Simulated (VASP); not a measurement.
A run of VASP 6.6.1 is set up as follows.

The input INCAR:

```
SYSTEM = Mg8HO8
ALGO     = Normal         ! electronic algorithm
EDIFF    = 1E-6           ! SCF threshold, eV
ENCUT    = 520            ! plane-wave cutoff, eV
GGA      = PE             ! functional
ISIF     = 2              ! what is computed and relaxed
ISMEAR   = -1             ! smearing method
ISPIN    = 2              ! spin polarisation
LASPH    = .True.         ! aspherical terms in the spheres
LCHARG   = .True.         ! write CHGCAR
LELF     = .True.         ! ELF
LORBIT   = 11             ! projections on sites
LREAL    = Auto         
LVHAR    = .True.       
LWAVE    = .False.        ! write WAVECAR
MAGMOM   = 0 0 0 0 0 0 0 0 0.08 0 0.08 0.08 0 0 0.08 0 0.32 ! initial moments
NBANDS   = 50             ! bands
NELM     = 150            ! most SCF steps
PREC     = Accurate       ! precision mode
SIGMA    = 0.05           ! smearing width, eV
```

KPOINTS

```
k-points
0
Gamma
  2 2 2
  0 0 0
```

Contents of POSCAR:

```
Mg8HO8
1.0
    0.0000000000      3.8650000000      3.8650000000
    3.8650000000      0.0000000000      3.8650000000
    3.8650000000      3.8650000000      0.0000000000
Mg O H
8 8 1
Direct
    0.0070892626     -0.0032600259     -0.0138421734
   -0.0040491591      0.0019016818      0.5015394567
    0.0101164295      0.5040103493     -0.0156532988
   -0.0058473480      0.5032341527      0.5090556274
    0.4913195343      0.0045924968     -0.0022380336
    0.5191720569     -0.0019146184      0.4981371281
    0.4973868047      0.4948512290      0.0055886158
    0.4881371281      0.4984346701      0.5067917206
    0.2441785252      0.2738292367      0.2547347995
    0.2572445019      0.2369340233      0.7490944373
    0.2230789133      0.7469857697      0.2630530401
    0.2552910737      0.7454333765      0.7560155239
    0.7643467012      0.2538163001      0.2384734799
    0.7427296248      0.2514489004      0.7671539457
    0.7583441138      0.7350323415      0.2426131953
    0.7441914618      0.7572315653      0.7519275550
    0.3770633894      0.8889391979      0.3757956016
```

Potentials or basis: VASP PAW PBE potentials, release 64 (Mg, O, H).

Launch:

```sh
$ cat potpaw_PBE.64/Mg/POTCAR potpaw_PBE.64/O/POTCAR potpaw_PBE.64/H/POTCAR > POTCAR
$ mpirun -np 1 vasp_std > vasp.out
```

Task: Predict the largest force.

Result: 1.946 eV/Å.

Task: Estimate the site moments.

Result: Mg +0.00, +0.01; O +0.09, -0.00, +0.06, +0.07, +0.08; H +0.25 μB.

Task: Predict the pressure.

Result: 89.8 GPa.

Stress tensor (GPa, compression positive):
```
90.00 -0.22  0.33
-0.22 89.17 -0.14
 0.33 -0.14 90.08
```

Caveat: the k points lie up to 0.70 Å⁻¹ apart.
